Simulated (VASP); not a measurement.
Here is a VASP 6.6.1 calculation.

INCAR

```
ALGO = Normal ; EDIFF = 1E-6
ENCUT = 500 ; GGA = PE
GGA_COMPAT = F ; ISIF = 2
ISMEAR = -1 ; LASPH = T
LCHARG = T ; LELF = T
LREAL = F ; LVHAR = T
LWAVE = F ; NBANDS = 20
NELM = 120 ; PREC = Accurate
SIGMA = 0.1
```

File KPOINTS:

```
k-points
0
Gamma
  2 2 2
```

Contents of POSCAR:

```
Nb
1.0
    3.3098261700      0.0000000000      0.0000000000
    0.0000000000      3.3098261700      0.0000000000
    0.0000000000      0.0000000000      3.3098261700
Nb
2
Direct
    0.0000000000      0.0000000000      0.0000000000
    0.5000000000      0.5000000000      0.5000000000
```

Potentials or basis: VASP PAW PBE potentials, release 64 (Nb_sv).

Command:

```sh
$ cat potpaw_PBE.64/Nb_sv/POTCAR > POTCAR
$ mpirun -np 1 vasp_std > vasp.out
```

(1) Estimate the pressure.

(2) What does it give for the band gap on the k mesh?

## Answers

(1) -4.4 GPa.

(2) zero (band 13 reaches 13.37 eV, above the bottom of band 14 at 10.09 eV).

Caveat: the k points lie up to 0.95 Å⁻¹ apart.
